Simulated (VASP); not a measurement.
## Be2CdS2: single point with PBE

Be2CdS2:

```
Be Cd S
1.0
    -1.72741    1.72741    9.23755
     1.72741   -1.72741    9.23755
     1.72741    1.72741   -9.23755
Be Cd S
2 1 2
Direct
  0.25000 0.75000 0.50000
  0.75000 0.25000 0.50000
  0.00000 0.00000 0.00000
  0.68354 0.68354 0.00000
  0.31646 0.31646 0.00000
```

```
Program             : VASP 6.6.1
Task                : single point
Functional          : PBE
Potentials or basis : VASP PAW PBE potentials, release 64 (Be, Cd, S)
Cutoff              : 520 eV
k mesh              : 6 × 6 × 6
Occupations         : gaussian, width 0.1 eV
Spin                : no spin polarisation
```

```json
{
 "Pressure": "0.1 GPa",
 "Largest force": "0.007 eV/Å",
 "Band gap on the k mesh": "zero (band 14 reaches 3.94 eV, above the bottom of band 15 at 3.30 eV)"
}
```

Forces on the atoms (eV/Å):
```
Be   0.000  0.000  0.000
Be   0.000  0.000  0.000
Cd   0.000  0.000  0.000
S    0.000  0.000 -0.007
S    0.000  0.000  0.007
```

Stress tensor (GPa, compression positive):
```
-0.02  0.00  0.00
 0.00 -0.02  0.00
 0.00  0.00  0.28
```

Levels at points of the mesh, in eV from the Fermi level:
```
           k point  band 10  band 11  band 12  band 13  band 14  band 15  band 16  band 17  band 18  band 19
(0.00, 0.00, 0.00)    -6.05    -4.30    -4.24    -3.27    -3.27     0.37     1.60     1.81     2.10     3.17
(0.50, 0.00, 0.00)    -4.62    -4.59    -4.34    -4.34    -1.88     0.00     2.14     2.46     2.54     3.77
(0.50, 0.50, 0.00)    -6.09    -6.09    -5.73    -5.72     0.63     1.37     1.70     1.70     1.93     3.32
(0.50, 0.50, 0.50)    -6.05    -5.10    -3.37    -3.27    -3.27     0.45     0.80     1.81     2.10     4.19
```

Wall time 5.7 min on 1 thread of Intel(R) Xeon(R) Platinum 8259CL CPU @ 2.50GHz (Skylake/Cascade Lake) (shared host), peak memory 0.73 GiB.

Caveat: the k points lie up to 0.43 Å⁻¹ apart.
